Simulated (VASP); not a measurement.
Here is a VASP 6.6.1 calculation.

The input INCAR:

```
SYSTEM = Be16P
PREC     = Accurate       ! precision mode
ENCUT    = 520            ! plane-wave cutoff, eV
EDIFF    = 1E-7           ! SCF threshold, eV
ISMEAR   = -1             ! smearing method
SIGMA    = 0.15           ! smearing width, eV
LREAL    = Auto         
LASPH    = .True.         ! aspherical terms in the spheres
NELM     = 100            ! most SCF steps
ALGO     = Normal         ! electronic algorithm
ISIF     = 2              ! what is computed and relaxed
LWAVE    = .False.        ! write WAVECAR
LCHARG   = .False.        ! write CHGCAR
GGA      = PS             ! functional
NBANDS   = 32             ! bands
```

Contents of KPOINTS:

```
regular mesh
0
Gamma
  1 1 1
  0 0 0
```

File POSCAR:

```
Be16P
1.0
    4.5800000000      0.0000000000      0.0000000000
    2.2900000000      3.9663960000      0.0000000000
    0.0000000000      0.0000000000     16.3826450000
Be P
16 1
Direct
   -0.1666666667      0.3333333333      0.0610402044
    0.3333333333      0.3333333333      0.0610402044
   -0.1666666667      0.8333333333      0.0610402044
    0.3333333333      0.8333333333      0.0610402044
   -0.0023656783      0.0034038457      0.1672836712
    0.4989052334      0.0028781796      0.1672671904
   -0.0010554123      0.5044370255      0.1682575066
    0.5007746243      0.4990180002      0.1673469089
   -0.1616325376      0.3383925861      0.2742327017
    0.3275005205      0.3353159896      0.2747871910
   -0.1680743340      0.8346277074      0.2750278725
    0.3329811628      0.8329354911      0.2706041668
    0.0053250467      0.0066599502      0.3774344741
    0.4898589650      0.0013720264      0.3785958250
   -0.0005392261      0.5186574916      0.3852442631
    0.5020403072      0.5016163288      0.3766214796
    0.3342946633      0.7932932062      0.4788596713
```

Potentials or basis: VASP PAW PBE potentials, release 64 (Be, P).

Command:

```console
$ cat potpaw_PBE.64/Be/POTCAR potpaw_PBE.64/P/POTCAR > POTCAR
$ mpirun -np 1 vasp_gam > vasp.out
```

(1) What does it give for the largest force?

## Answers

(1) 1.396 eV/Å.

Caveat: the k points lie up to 1.58 Å⁻¹ apart; the PAW data sets were made with another functional, which shifts forces and pressure a little.
